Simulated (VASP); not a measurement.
A run of VASP 6.6.1 is set up as follows.

File INCAR:

```
PREC = Accurate
ENCUT = 520
EDIFF = 1E-7
ISMEAR = 0
SIGMA = 0.05
LREAL = F
LASPH = T
NELM = 150
ALGO = Normal
ISIF = 2
LWAVE = F
LCHARG = F
ISPIN = 2
MAGMOM = 5 0
LORBIT = 11
LMAXMIX = 4
GGA = PE
NBANDS = 20
```

File KPOINTS:

```
regular mesh
0
Gamma
  12 12 12
```

POSCAR

```
MnS
1.0
    0.0000000000      2.6122498864      2.6122498864
    2.6122498864      0.0000000000      2.6122498864
    2.6122498864      2.6122498864      0.0000000000
Mn S
1 1
Direct
    0.0000000000      0.0000000000      0.0000000000
    0.5000000000      0.5000000000      0.5000000000
```

Potentials or basis: VASP PAW PBE potentials, release 64 (Mn_pv, S).

Launch:

```console
$ cat potpaw_PBE.64/Mn_pv/POTCAR potpaw_PBE.64/S/POTCAR > POTCAR
$ mpirun -np 1 vasp_std > vasp.out
```

**Question.** What does it give for the pressure?

**Answer.** -2.9 GPa.

**Question.** Predict the net moment.

**Answer.** 4.77 μB per cell.

**Question.** Predict the site moments.

**Answer.** Mn +4.30; S +0.12 μB.

Caveat: a cell with one magnetic atom can't hold antiferromagnetic order, which such compounds often take.
